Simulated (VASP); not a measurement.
# P: density of states with PBE

P:

```
P
1.0
     2.44730    0.00000    0.00000
     0.00000    2.44730    0.00000
     0.00000    0.00000    2.43965
P
1
Direct
  0.00000 0.00000 0.50000
```

```
Program                 : VASP 6.6.1
Task                    : density of states
Functional              : PBE
Potentials or basis     : VASP PAW PBE potentials, release 64 (P)
Cutoff                  : 520 eV
k mesh                  : 22 × 22 × 24
Occupations             : gaussian, width 0.1 eV
Spin                    : no spin polarisation
Dipole correction       : no
k mesh for the DOS      : 33 × 33 × 36
Occupations for the DOS : tetrahedron
Further INCAR settings  : ALGO = Normal; EDIFF = 1e-06
```

```
Valence electrons inside the program's atomic spheres : P 2.40
```

Levels at points of the mesh, in eV from the Fermi level:
```tsv
k point	band 1	band 2	band 3	band 4	band 5	band 6
(0.00, 0.00, 0.00)	-16.48	4.94	4.94	5.07	6.77	6.81
(0.00, 0.00, 0.50)	-12.14	-8.66	7.77	7.77	9.36	14.28
```

It took 2.4 min on 1 thread of Intel(R) Xeon(R) Platinum 8259CL CPU @ 2.50GHz (Skylake/Cascade Lake) (shared host), peak memory 0.39 GiB.
